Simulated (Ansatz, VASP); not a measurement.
# Mn in VASP and in Ansatz

```
Mn
1.0
    -1.37618    1.37618    1.37618
     1.37618   -1.37618    1.37618
     1.37618    1.37618   -1.37618
Mn
1
Direct
  0.00000 0.00000 0.00000
```

Alike in both runs: functional PBEsol; k mesh 10 × 10 × 10; occupations gaussian, width 0.1 eV; collinear spin.

Ansatz relaxed the structure, and its values are those at the end. VASP's run is a single point on that final structure, the one shown.

```csv
,VASP,Ansatz
version,VASP 6.6.1,Ansatz 0.2.0
potentials or method,"VASP PAW PBE potentials, release 64 (Mn_pv), cutoff 500 eV","scalar-relativistic, plane waves, PAW"
valence electrons in the cell,13,15
```

Ansatz gave:

| Quantity | Value |
| --- | --- |
| gap on the k mesh at the Fermi level (eV) | none |
| pressure (GPa) | 0.0 |
| net moment per atom (μB) | 0.45 |
| size of the moment on the site where the two differ most (μB) | 0.44 |

Question: Estimate VASP's values.

Answer: gap on the k mesh at the Fermi level (eV): none; pressure (GPa): -0.2; net moment per atom (μB): 0.45; size of the moment on the site where the two differ most (μB): 0.45.

VASP's potentials were made for PBE, not for PBEsol. Site moments also hang on the region over which each program counts them. A gap of «none» marks a metal or a gap that the smearing closes. VASP's potentials hold 13 valence electrons a cell and Ansatz's 15, so a difference there can come from the potentials and not from the codes.
